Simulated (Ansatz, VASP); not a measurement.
**CsH: VASP beside Ansatz**

POSCAR

```
CsH
1.0
    0.0000000000      3.1880000000      3.1880000000
    3.1880000000      0.0000000000      3.1880000000
    3.1880000000      3.1880000000      0.0000000000
Cs H
1 1
Direct
    0.0000000000      0.0000000000      0.0000000000
    0.5000000000      0.5000000000      0.5000000000
```

The input INCAR.step1:

```
SYSTEM = CsH
PREC = Accurate
ENCUT = 520
EDIFF = 1E-5
ISMEAR = -1
SIGMA = 0.02
LREAL = .False.
LASPH = .True.
NELM = 60
ALGO = Normal
ISIF = 2
LWAVE = .True.
LCHARG = .False.
NBANDS = 12
GGA = PE
```

INCAR.step2

```
SYSTEM = CsH
PREC = Accurate
ENCUT = 520
EDIFF = 1E-6
ISMEAR = -1
SIGMA = 0.02
LREAL = .False.
LASPH = .True.
NELM = 60
ALGO = Normal
ISIF = 2
LWAVE = .False.
LCHARG = .False.
GGA = PE
LHFCALC = .True.
HFSCREEN = 0.2079
PRECFOCK = Normal
NBANDS = 12
ISTART = 1
```

File KPOINTS:

```
regular mesh
0
Gamma
  6 6 6
  0 0 0
```

Input for Ansatz:

```yaml
crystal:
  lattice:
    - [0.0, 3.188, 3.188]
    - [3.188, 0.0, 3.188]
    - [3.188, 3.188, 0.0]
  atoms:
    - { symbol: Cs, position: [0.0, 0.0, 0.0] }
    - { symbol: H, position: [0.5, 0.5, 0.5] }
  symmetry: { tolerance: 0.0003 }
hamiltonian:
  xc: hse06
  pseudopotentials: { kind: paw, azcp: { folder: soft_1 } }
basis:
  ecutwfc: 420
magnetization:
  spin_polarized: false
scf:
  occupations: { method: fermi_dirac, width: 0.02 }
kpoints:
  mp_grid: { grid: [6, 6, 6], shift: [0, 0, 0] }
  band_path:
    path:
      - [0.0, 0.0, 0.0]
      - [0.5, 0.0, 0.5]
      - [0.625, 0.25, 0.625]
      - [0.375, 0.375, 0.75]
      - [0.0, 0.0, 0.0]
      - [0.5, 0.5, 0.5]
      - [0.5, 0.25, 0.75]
      - [0.5, 0.0, 0.5]
    npoints: 1
output:
  forces: true
  stress: true
  eigenvalues: true
  bader: true
  populations: true
  elf: true
  write_potential: true
  write_density: true
  volumetric_format: npy
  dos:
    e_range: [-12, 8]
    de: 0.05
    projected: { site_lists: { Cs: [Cs], H: [H] } }
```

Alike in both runs: task single point; functional HSE06; k mesh 6 × 6 × 6; occupations fermi-dirac, width 0.02 eV; no spin polarisation.

|  | VASP | Ansatz |
| --- | --- | --- |
| version | VASP 6.6.1 | Ansatz 0.2.0 |
| potentials or method | VASP PAW PBE potentials, release 64 (Cs_sv, H), cutoff 520 eV | PAW plane waves |
| valence electrons in the cell | 10 | 10 |

VASP gave:

```
gap on the k mesh at the Fermi level (eV) : 3.25
pressure (GPa)                            : 0.1
```

Question: What did Ansatz give for the same quantities?

Answer: gap on the k mesh at the Fermi level (eV): 3.26; pressure (GPa): 0.1.

Ansatz's warnings: stress exchange threshold loose, stress scf threshold loose.

Spin-orbit coupling is off throughout.
